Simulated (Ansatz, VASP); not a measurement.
## TiO2 in VASP and in Ansatz

```
Ti O
1.0
     4.96840    0.00000    0.00000
     0.00000    4.96840    0.00000
     0.00000    0.00000    2.96386
Ti O
2 4
Cartesian
  0.0000 0.0000 0.0000
  2.4842 2.4842 1.4819
  1.5158 1.5158 0.0000
  0.9684 4.0000 1.4819
  3.4526 3.4526 0.0000
  4.0000 0.9684 1.4819
```

Alike in both runs: task single point; functional PBE; k mesh 6 × 6 × 10; occupations gaussian, width 0.05 eV; no spin polarisation.

```csv
,VASP,Ansatz
version,VASP 6.6.1,Ansatz 0.2.0
potentials or method,"VASP PAW PBE potentials, release 64 (Ti_sv, O), cutoff 520 eV","scalar-relativistic, plane waves, PAW"
valence electrons in the cell,48,48
```

```tsv
	VASP	Ansatz	Ansatz less VASP
gap on the k mesh at the Fermi level (eV)	1.64	1.65	+0.018
least direct gap on the mesh (eV)	1.65	1.67	+0.017
pressure (GPa)	-20.1	-20.6	-0.53
traceless stress, the component that is largest in VASP (GPa)	5.25	5.01	-0.242
rms of the force components (eV/Å)	0.417	0.435	+0.0189
```

Atom by atom the forces differ by 0.019 eV/Å (rms over components). With one functional, cell and mesh, what is left measures potentials, basis and numerics.
